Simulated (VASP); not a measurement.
# Cu in VASP: notebook

Cu is run at these levels: PBE; tasks: single point.

All numbers are computed with VASP 6.6.1; they aren't measurements. Logs are shortened: lines on timing, memory, paths and dates and some standing lists are left out, and cuts for length are marked.

### Step 1. The cell of the first run

The cell holds a slab with vacuum, 6 atoms: a = 2.566 Å, b = 3.630 Å, c = 22.416 Å, α = 90.00°, β = 90.00°, γ = 90.00°.

### Step 2. Single point, PBE

File INCAR:

```
SYSTEM = Cu
PREC = Accurate
ENCUT = 520
EDIFF = 1E-7
ISMEAR = -1
SIGMA = 0.05
LREAL = .FALSE.
LASPH = .TRUE.
NELM = 100
ALGO = Normal
ISIF = 2
LWAVE = .FALSE.
LCHARG = .FALSE.
LDIPOL = .TRUE.
IDIPOL = 3
DIPOL = 0.5 0.5 0.500
GGA = PE
NBANDS = 42
```

File KPOINTS:

```
Automatic mesh
0
G
  16 11 1
  0 0 0
```

File POSCAR:

```
Cu
1.0
    2.5664536728      0.0000000000      0.0000000000
    0.0000000000      3.6295135912      0.0000000000
    0.0000000000      0.0000000000     22.4161000000
Cu
6
Direct
    0.2500000000      0.2500000000      0.3608837746
    0.7500000000      0.7500000000      0.4120843518
    0.2500000000      0.2500000000      0.4721859511
    0.7500000000      0.7500000000      0.5278140398
    0.2500000000      0.2500000000      0.5879156491
    0.7500000000      0.7500000000      0.6391162336
```

Potentials or basis: VASP PAW PBE potentials, release 64 (Cu).

Launch:

```
$ cat potpaw_PBE.64/Cu/POTCAR > POTCAR
$ mpirun -np 1 vasp_std > vasp.out
```

OUTCAR:

```text
SYSTEM = Cu
   PREC = Accurate
   ENCUT = 520
   EDIFF = 1E-7
   ISMEAR = -1
   LREAL = .FALSE.
   LASPH = .TRUE.
   NELM = 100
   ISIF = 2
   GGA = PE

 ion  position               nearest neighbor table
   1  0.250  0.250  0.361-   3 2.49   2 2.50   2 2.50   2 2.50   2 2.50
   2  0.750  0.750  0.412-   1 2.50   1 2.50   1 2.50   1 2.50   4 2.59   3 2.60   3 2.60   3 2.60
                             3 2.60
   3  0.250  0.250  0.472-   1 2.49   4 2.55   4 2.55   4 2.55   4 2.55   5 2.59   2 2.60   2 2.60
                             2 2.60   2 2.60
   4  0.750  0.750  0.528-   6 2.49   3 2.55   3 2.55   3 2.55   3 2.55   2 2.59   5 2.60   5 2.60
                             5 2.60   5 2.60
   5  0.250  0.250  0.588-   6 2.50   6 2.50   6 2.50   6 2.50   3 2.59   4 2.60   4 2.60   4 2.60
                             4 2.60
   6  0.750  0.750  0.639-   4 2.49   5 2.50   5 2.50   5 2.50   5 2.50

  LATTYP: Found a simple orthorhombic cell.
 ALAT       =     2.5664536728
 B/A-ratio  =     1.4142135623
 C/A-ratio  =     8.7342702647

  Lattice vectors:

 A1 = (   2.5664536728,   0.0000000000,   0.0000000000)
 A2 = (   0.0000000000,   3.6295135912,   0.0000000000)
 A3 = (   0.0000000000,   0.0000000000,  22.4161000000)

Analysis of symmetry for initial positions (statically):
=====================================================================
 Subroutine PRICEL returns:
 Original cell was already a primitive cell.

 Routine SETGRP: Setting up the symmetry group for a
 simple orthorhombic supercell.

 Subroutine GETGRP returns: Found  8 space group operations
 (whereof  2 operations were pure point group operations)
 out of a pool of  8 trial point group operations.

The static configuration has the point symmetry S_2 .
 The point group associated with its full space group is D_2h.

Analysis of symmetry for dynamics (positions and initial velocities):
=====================================================================
 Subroutine PRICEL returns:
 Original cell was already a primitive cell.

 Routine SETGRP: Setting up the symmetry group for a
 simple orthorhombic supercell.

 Subroutine GETGRP returns: Found  8 space group operations
 (whereof  2 operations were pure point group operations)
 out of a pool of  8 trial point group operations.

The dynamic configuration has the point symmetry S_2 .
 The point group associated with its full space group is D_2h.

 Subroutine INISYM returns: Found  8 space group operations
 (whereof  2 operations are pure point group operations),
 and found     1 'primitive' translations

----------------------------------------------------------------------------------------

                                     Primitive cell

  volume of cell :     208.8055

  direct lattice vectors                    reciprocal lattice vectors
     2.566453673  0.000000000  0.000000000     0.389642724  0.000000000  0.000000000
     0.000000000  3.629513591  0.000000000     0.000000000  0.275519012  0.000000000
     0.000000000  0.000000000 22.416100000     0.000000000  0.000000000  0.044610793

  length of vectors
     2.566453673  3.629513591 22.416100000     0.389642724  0.275519012  0.044610793

  position of ions in fractional coordinates (direct lattice)
     0.250000000  0.250000000  0.360883775
     0.750000000  0.750000000  0.412084352
     0.250000000  0.250000000  0.472185951
     0.750000000  0.750000000  0.527814040
     0.250000000  0.250000000  0.587915649
     0.750000000  0.750000000  0.639116234

  ion indices of the primitive-cell ions
   primitive index   ion index
                 1           1
                 2           2
                 3           3
                 4           4
                 5           5
                 6           6

----------------------------------------------------------------------------------------

 KPOINTS: Automatic mesh

Automatic generation of k-mesh.
 Grid dimensions read from file:
 generate k-points for:   16   11    1

 Generating k-lattice:

  Cartesian coordinates                     Fractional coordinates (reciprocal lattice)
     0.024352670  0.000000000  0.000000000     0.062500000  0.000000000  0.000000000
     0.000000000  0.025047183  0.000000000     0.000000000  0.090909091  0.000000000
     0.000000000  0.000000000  0.044610793     0.000000000  0.000000000  1.000000000

  Length of vectors
     0.024352670  0.025047183  0.044610793

  Shift w.r.t. Gamma in fractional coordinates (k-lattice)
     0.000000000  0.000000000  0.000000000

 Subroutine IBZKPT returns following result:
 ===========================================

 Found     54 irreducible k-points:

 Following reciprocal coordinates:
            Coordinates               Weight
  0.000000  0.000000  0.000000      1.000000
  0.062500  0.000000  0.000000      2.000000
  0.125000  0.000000  0.000000      2.000000
  0.187500  0.000000  0.000000      2.000000
  0.250000  0.000000  0.000000      2.000000
  0.312500  0.000000  0.000000      2.000000
[... 16 lines left out ...]
  0.250000  0.181818  0.000000      4.000000
  0.312500  0.181818  0.000000      4.000000
 [... further k-points ...]
   k-points           NKPTS =     54   k-points in BZ     NKDIM =     54   number of bands    NBANDS=     42
   number of dos      NEDOS =    301   number of ions     NIONS =      6
   total plane-waves  NPLWV =  94080
   dimension x,y,z NGX =    20 NGY =   28 NGZ =  168
   dimension x,y,z NGXF=    40 NGYF=   56 NGZF=  336
   ions per type =               6
   NGX,Y,Z   is equivalent  to a cutoff of  12.96, 12.83, 12.46 a.u.
   NGXF,Y,Z  is equivalent  to a cutoff of  25.91, 25.65, 24.92 a.u.
 SYSTEM =  Cu
   PREC   = accura    normal or accurate (medium, high low for compatibility)
   ISTART =      0    job   : 0-new  1-cont  2-samecut
   ICHARG =      2    charge: 1-file 2-atom 10-const
   ISPIN  =      1    spin polarized calculation?
   LNONCOLLINEAR =      F non collinear calculations
   LSORBIT =      F    spin-orbit coupling
   LASPH  =      T    aspherical Exc in radial PAW
   ENCUT  =  520.0 eV  38.22 Ry    6.18 a.u.   4.77  6.75 41.68*2*pi/ulx,y,z
   NELM   =    100;   NELMIN=  2; NELMDL= -5     # of ELM steps
   EDIFF  = 0.1E-06   stopping-criterion for ELM
   LREAL  =      F    real-space projection
   EDIFFG = 0.1E-05   stopping-criterion for IOM
   NSW    =      0    number of steps for IOM
   IBRION =     -1    ionic relax: 0-MD 1-quasi-New 2-CG
   NFREE  =      0    steps in history (QN), initial steepest desc. (CG)
   ISIF   =      2    stress and relaxation
   ISYM   =      2    0-nonsym 1-usesym 2-fastsym
   POTIM  = 0.5000    time-step for ionic-motion
   TEBEG  =    0.0;   TEEND  =   0.0 temperature during run
   PSTRESS=    0.0 pullay stress
   NELECT =      66.0000    total number of electrons
   NUPDOWN=      -1.0000    fix difference up-down
   EMIN   =  10.00;   EMAX   =-10.00  energy-range for DOS
   EFERMI =   0.00;   METHOD = LEGACY
   ISMEAR =    -1;   SIGMA  =   0.05  broadening in eV -4-tet -1-fermi 0-gaus
   EFERMI_NEDOS =   21; number of points for ismear=-14 and -15
   IALGO  =     38    algorithm
   IMIX   =      4    mixing-type and parameters
     AMIX     =   0.40;   BMIX     =  1.00
     AMIX_MAG =   1.60;   BMIX_MAG =  1.00
  volume/ion in A,a.u.               =      34.80       234.85
  Fermi-wavevector in a.u.,A,eV,Ry     =   1.115173  2.107371 16.920347  1.243610
  Thomas-Fermi vector in A             =   2.251775
   LORBIT       =      0    0 simple, 1 ext, 2 COOP (PROOUT), +10 PAW based schemes
   GGA     = PE    functional components
   LHFCALC =     F    Hartree Fock is set to
   AEXX    =    0.0000 exact exchange contribution
   IVDW    =     0    specifies the selected vdW correction
   LEPSILON=     F    determine dielectric tensor
   LRPA    =     F    only Hartree local field effects (RPA)
 non-spin polarized calculation
  energy-cutoff  :      520.00
  volume of cell :      208.81
 maximum number of plane-waves:      5651
 NGX is ok and might be reduce to    20
   NGX =  9   NGY = 13   NGZ = 83

 number of electron      65.9999883 magnetization

 dipolmoment           0.000000      0.000000      0.000002 electrons x Angstroem

 Free energy of the ion-electron system (eV)
  ---------------------------------------------------
  ext. energy  EPLUGINS =         0.00000000
  ---------------------------------------------------
  free energy    TOTEN  =       -20.57548695 eV

  energy without entropy =      -20.55338245  energy(sigma->0) =      -20.56443470

 E-fermi :  -0.3201     XC(G=0):  -5.2148

 val. band max:       -0.3283008772   @ k =   0.2500   0.3636   0.0000
 cond. band min:      -0.3161301551   @ k =   0.0625   0.4545   0.0000
 fundamental gap:      0.0121707221
 Fermi energy:        -0.3201474307

 k-point     1 :       0.0000    0.0000    0.0000
  band No.  band energies     occupation
      1      -9.0231      2.00000
      2      -7.5651      2.00000
      3      -5.5881      2.00000
      4      -4.8565      2.00000
      5      -4.4960      2.00000
      6      -4.3687      2.00000
[... 34 lines left out ...]
     41       5.1228      0.00000
     42       7.0106      0.00000

 k-point     2 :       0.0625    0.0000    0.0000
  band No.  band energies     occupation
      1      -8.9301      2.00000
      2      -7.4774      2.00000
      3      -5.5184      2.00000
      4      -4.8171      2.00000
      5      -4.4645      2.00000
      6      -4.3281      2.00000
[... 34 lines left out ...]
     41       5.2117      0.00000
     42       7.0516      0.00000

 k-point     3 :       0.1250    0.0000    0.0000
  band No.  band energies     occupation
      1      -8.6540      2.00000
      2      -7.2199      2.00000
      3      -5.3280      2.00000
      4      -4.7086      2.00000
      5      -4.3764      2.00000
      6      -4.2237      2.00000
[... 897 lines left out ...]
      4      -4.3594      2.00000
      5      -4.1444      2.00000
      6      -4.1408      2.00000
[... 34 lines left out ...]
     41       6.4255      0.00000
     42       6.8057      0.00000

 k-point    24 :       0.3125    0.1818    0.0000
  band No.  band energies     occupation
      1      -6.5726      2.00000
      2      -5.4885      2.00000
      3      -4.6366      2.00000
      4      -4.3065      2.00000
      5      -4.2444      2.00000
      6      -4.2115      2.00000
[... 34 lines left out ...]
     41       6.3917      0.00000
     42       6.6360      0.00000

 [... further k-points ...]

------------------------ aborting loop because EDIFF is reached ----------------------------------------

 vacuum level on the upper side and lower side of the slab       (xc-potential included)        -0.084        -0.084

  FORCE on cell =-STRESS in cart. coord.  units (eV):
  Direction    XX          YY          ZZ          XY          YZ          ZX
  --------------------------------------------------------------------------------------
  -------------------------------------------------------------------------------------
  Total       -1.2691544     -1.1080569      0.1556978      0.0000000      0.0000000      0.0000000
  in kB       -9.7382995     -8.5021887      1.1946784      0.0000000      0.0000000      0.0000000
  external PRESSURE =      -5.6819366 kB  Pullay stress =       0.0000000 kB

 VOLUME and BASIS-vectors are now :
 -----------------------------------------------------------------------------
  energy-cutoff  :      520.00
  volume of cell :      208.81
      direct lattice vectors                 reciprocal lattice vectors
     2.566453673  0.000000000  0.000000000     0.389642724  0.000000000  0.000000000
     0.000000000  3.629513591  0.000000000     0.000000000  0.275519012  0.000000000
     0.000000000  0.000000000 22.416100000     0.000000000  0.000000000  0.044610793

 POSITION                                       TOTAL-FORCE (eV/Angst)
 -----------------------------------------------------------------------------------
      0.64161      0.90738      8.08961         0.000000     -0.000000     -0.032752
      1.92484      2.72214      9.23732         0.000000      0.000000      0.000431
      0.64161      0.90738     10.58457         0.000000      0.000000      0.000092
      1.92484      2.72214     11.83153         0.000000      0.000000     -0.000092
      0.64161      0.90738     13.17878         0.000000      0.000000     -0.000431
      1.92484      2.72214     14.32649         0.000000     -0.000000      0.032752
 -----------------------------------------------------------------------------------
    total drift:                               -0.000000      0.000000      0.000330

  FREE ENERGIE OF THE ION-ELECTRON SYSTEM (eV)
  ---------------------------------------------------
  free  energy   TOTEN  =       -20.5754869524 eV

  energy  without entropy=      -20.5533824485  energy(sigma->0) =      -20.56443470

 vacuum level on the upper side and lower side of the slab         4.042         4.042
```

It took 9.7 min on 1 thread of Intel Xeon 6975P-C (Granite Rapids), shared host; peak memory 0.51 GiB.

Results:

| Quantity | Value |
| --- | --- |
| Free energy | -20.5755 eV |
| Largest force | 0.033 eV/Å |
| Band gap on the k mesh | zero (bands 33 and 34 overlap by 3.38 eV) |

Forces in eV/Å, atoms in the order of the input:
```
Cu   0.000  0.000 -0.033
Cu   0.000  0.000  0.000
Cu   0.000  0.000  0.000
Cu   0.000  0.000  0.000
Cu   0.000  0.000  0.000
Cu   0.000  0.000  0.033
```

### Step 3. Single point, PBE

File INCAR:

```
SYSTEM = Cu
  PREC = Accurate
  ENCUT = 520
  EDIFF = 1E-7
  ISMEAR = -1
  SIGMA = 0.05
  LREAL = .False.
  LASPH = .True.
  NELM = 80
  ALGO = Normal
  ISIF = 2
  LWAVE = .False.
  LCHARG = .False.
  LDIPOL = .True.
  IDIPOL = 3
  DIPOL = 0.5 0.5 0.500
  GGA = PE
  NBANDS = 42
```

File KPOINTS:

```
Automatic mesh
0
Gamma
  16 11 1
  0 0 0
```

File POSCAR:

```
Cu
1.0
    2.5664536728      0.0000000000      0.0000000000
    0.0000000000      3.6295135912      0.0000000000
    0.0000000000      0.0000000000     22.4161000000
Cu
6
Direct
    0.2500000000      0.2500000000      0.3568855826
    0.7500000000      0.7500000000      0.4141313496
    0.2500000000      0.2500000000      0.4713771165
    0.7500000000      0.7500000000      0.5286228835
    0.2500000000      0.2500000000      0.5858686504
    0.7500000000      0.7500000000      0.6431144174
```

Potentials or basis: VASP PAW PBE potentials, release 64 (Cu).

Launch:

```
$ cat potpaw_PBE.64/Cu/POTCAR > POTCAR
$ mpirun -np 1 vasp_std > vasp.out
```

OUTCAR:

```text
SYSTEM = Cu
   PREC = Accurate
   ENCUT = 520
   EDIFF = 1E-7
   ISMEAR = -1
   LREAL = .False.
   LASPH = .True.
   NELM = 80
   ISIF = 2
   GGA = PE

 ion  position               nearest neighbor table
   1  0.250  0.250  0.357-   3 2.57   2 2.57   2 2.57   2 2.57   2 2.57
   2  0.750  0.750  0.414-   3 2.57   3 2.57   3 2.57   3 2.57   4 2.57   1 2.57   1 2.57   1 2.57
                             1 2.57
   3  0.250  0.250  0.471-   2 2.57   2 2.57   2 2.57   2 2.57   5 2.57   1 2.57   4 2.57   4 2.57
                             4 2.57   4 2.57
   4  0.750  0.750  0.529-   5 2.57   5 2.57   5 2.57   5 2.57   6 2.57   2 2.57   3 2.57   3 2.57
                             3 2.57   3 2.57
   5  0.250  0.250  0.586-   4 2.57   4 2.57   4 2.57   4 2.57   3 2.57   6 2.57   6 2.57   6 2.57
                             6 2.57
   6  0.750  0.750  0.643-   4 2.57   5 2.57   5 2.57   5 2.57   5 2.57

  LATTYP: Found a simple orthorhombic cell.
 ALAT       =     2.5664536728
 B/A-ratio  =     1.4142135623
 C/A-ratio  =     8.7342702647

  Lattice vectors:

 A1 = (   2.5664536728,   0.0000000000,   0.0000000000)
 A2 = (   0.0000000000,   3.6295135912,   0.0000000000)
 A3 = (   0.0000000000,   0.0000000000,  22.4161000000)

[... 200 lines left out ...]
      4      -4.8133      2.00000
      5      -4.4779      2.00000
      6      -4.2478      2.00000
[... 1069 lines left out ...]
     41       6.4106      0.00000
     42       6.6160      0.00000

 [... further k-points ...]

------------------------ aborting loop because EDIFF is reached ----------------------------------------

 vacuum level on the upper side and lower side of the slab       (xc-potential included)        -0.076        -0.076

  FORCE on cell =-STRESS in cart. coord.  units (eV):
  Direction    XX          YY          ZZ          XY          YZ          ZX
  --------------------------------------------------------------------------------------
  -------------------------------------------------------------------------------------
  Total       -1.9148718     -2.2275847     -0.9701862      0.0000000      0.0000000      0.0000000
  in kB      -14.6929286    -17.0923942     -7.4442982      0.0000000      0.0000000      0.0000000
  external PRESSURE =     -13.0765403 kB  Pullay stress =       0.0000000 kB

 VOLUME and BASIS-vectors are now :
 -----------------------------------------------------------------------------
  energy-cutoff  :      520.00
  volume of cell :      208.81
      direct lattice vectors                 reciprocal lattice vectors
     2.566453673  0.000000000  0.000000000     0.389642724  0.000000000  0.000000000
     0.000000000  3.629513591  0.000000000     0.000000000  0.275519012  0.000000000
     0.000000000  0.000000000 22.416100000     0.000000000  0.000000000  0.044610793

 POSITION                                       TOTAL-FORCE (eV/Angst)
 -----------------------------------------------------------------------------------
      0.64161      0.90738      7.99998         0.000000      0.000000      0.387371
      1.92484      2.72214      9.28321        -0.000000     -0.000000     -0.397787
      0.64161      0.90738     10.56644         0.000000     -0.000000     -0.022659
      1.92484      2.72214     11.84966         0.000000     -0.000000      0.022659
      0.64161      0.90738     13.13289         0.000000     -0.000000      0.397787
      1.92484      2.72214     14.41612         0.000000      0.000000     -0.387371
 -----------------------------------------------------------------------------------
    total drift:                               -0.000000      0.000000     -0.000000

  FREE ENERGIE OF THE ION-ELECTRON SYSTEM (eV)
  ---------------------------------------------------
  free  energy   TOTEN  =       -20.5245207841 eV

  energy  without entropy=      -20.5014599990  energy(sigma->0) =      -20.51299039

 vacuum level on the upper side and lower side of the slab         4.031         4.031
```

OSZICAR:

```text
N       E                     dE             d eps       ncg     rms          rms(c)
DAV:   1     0.563007824148E+03    0.56301E+03   -0.28470E+04  4544   0.192E+03
DAV:   2     0.282920568579E+02   -0.53472E+03   -0.51511E+03  4536   0.388E+02
DAV:   3    -0.233210862033E+02   -0.51613E+02   -0.47856E+02  4770   0.177E+02
[... 18 lines left out ...]
DAV:  22    -0.205245163427E+02   -0.34355E-05   -0.11884E-07  3186   0.328E-03    0.542E-04
DAV:  23    -0.205245202171E+02   -0.38744E-05   -0.14598E-07  3012   0.536E-03    0.310E-04
DAV:  24    -0.205245205110E+02   -0.29387E-06   -0.23905E-08  3126   0.300E-03    0.743E-05
DAV:  25    -0.205245207545E+02   -0.24345E-06   -0.16741E-08  2932   0.112E-03    0.165E-04
DAV:  26    -0.205245207841E+02   -0.29670E-07   -0.46753E-09  3024   0.122E-03
   1 F= -.20524521E+02 E0= -.20512990E+02  d E =-.230608E-01
```

It took 7.3 min on 1 thread of Intel Xeon 6975P-C (Granite Rapids), shared host; peak memory 0.51 GiB.

Results:

```yaml
Free_energy: -20.5245 eV
Largest_force: 0.398 eV/Å
Band_gap_on_the_k_mesh: zero (bands 33 and 34 overlap by 3.47 eV)
```

Forces in eV/Å, atoms in the order of the input:
```
Cu   0.000  0.000  0.387
Cu   0.000  0.000 -0.398
Cu   0.000  0.000 -0.023
Cu   0.000  0.000  0.023
Cu   0.000  0.000  0.398
Cu   0.000  0.000 -0.387
```

Levels at points of the mesh, in eV from the Fermi level:
```csv
k point,band 29,band 30,band 31,band 32,band 33,band 34,band 35,band 36,band 37,band 38
"(0.00, 0.00, 0.00)",-1.58,-1.54,-1.51,-1.43,-1.38,-0.49,1.51,2.49,3.58,4.23
"(0.50, 0.00, 0.00)",-1.45,-1.45,-0.09,-0.09,0.52,0.52,1.55,1.55,4.87,4.87
```

The gap in the log of VASP goes by the Fermi energy; the results here count the filled bands.